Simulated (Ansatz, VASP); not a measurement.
# Two plane-wave programs on MnO2

INCAR

```
ALGO     = Normal         # electronic algorithm
EDIFF    = 1E-6           # SCF threshold, eV
ENCUT    = 520            # plane-wave cutoff, eV
GGA      = PE             # functional
ISIF     = 2              # what is computed and relaxed
ISMEAR   = -1             # smearing method
LASPH    = True           # aspherical terms in the spheres
LCHARG   = True           # write CHGCAR
LELF     = True           # ELF
LREAL    = False          # projectors in reciprocal space
LVHAR    = True         
LWAVE    = False          # write WAVECAR
NBANDS   = 34             # bands
NELM     = 80             # most SCF steps
PREC     = Accurate       # precision mode
SIGMA    = 0.05           # smearing width, eV
```

Contents of KPOINTS:

```
k-points
0
Gamma
  9 7 5
```

POSCAR

```
MnO2
1.0
    2.9041580000      0.0000000000      0.0000000000
    0.0000000000      3.8448100000      0.0000000000
    0.0000000000      0.0000000000      6.1642640000
Mn O
2 4
Direct
    0.5000000000      0.5000000000      0.3433015000
    0.0000000000      0.0000000000      0.6566985000
    0.5000000000      0.0000000000      0.8375675000
    0.0000000000      0.5000000000      0.1624325000
    0.5000000000      0.0000000000      0.4217995000
    0.0000000000      0.5000000000      0.5782005000
```

File input.yaml:

```yaml
crystal:
  lattice:
    - [2.904158, 0.0, 0.0]
    - [0.0, 3.84481, 0.0]
    - [0.0, 0.0, 6.164264]
  atoms:
    - { symbol: Mn, position: [0.5, 0.5, 0.3433015] }
    - { symbol: Mn, position: [0.0, 0.0, 0.6566985] }
    - { symbol: O, position: [0.5, 0.0, 0.8375675] }
    - { symbol: O, position: [0.0, 0.5, 0.1624325] }
    - { symbol: O, position: [0.5, 0.0, 0.4217995] }
    - { symbol: O, position: [0.0, 0.5, 0.5782005] }
hamiltonian:
  xc: pbe
  pseudopotentials: { kind: paw }
kpoints:
  mp_grid: { grid: [9, 7, 5] }
scf:
  occupations: { method: fermi_dirac, width: 0.05 }
output:
  forces: true
  stress: true
  eigenvalues: true
```

Alike in both runs: task single point; functional PBE; k mesh 9 × 7 × 5; occupations fermi-dirac, width 0.05 eV; no spin polarisation.

|  | VASP | Ansatz |
| --- | --- | --- |
| version | VASP 6.6.1 | Ansatz 0.2.0 |
| potentials or method | VASP PAW PBE potentials, release 64 (Mn_pv, O) | Ansatz PAW |
| plane-wave cutoff (eV) | 520 | 420 |
| valence electrons in the cell | 50 | 54 |

```tsv
	VASP	Ansatz	Ansatz less VASP
gap on the k mesh at the Fermi level (eV)	none	none	-
pressure (GPa)	-15.4	-16.1	-0.75
traceless stress, the component that is largest in VASP (GPa)	4.49	4.88	+0.386
rms of the force components (eV/Å)	1.195	1.240	+0.0450
```

Atom by atom the forces differ by 0.046 eV/Å (rms over components). A gap of «none» marks a metal or a gap that the smearing closes. The functional is the same, so the differences come from potentials, cutoffs and numerics. VASP's potentials hold 50 valence electrons a cell and Ansatz's 54, so a difference there can come from the potentials and not from the codes.
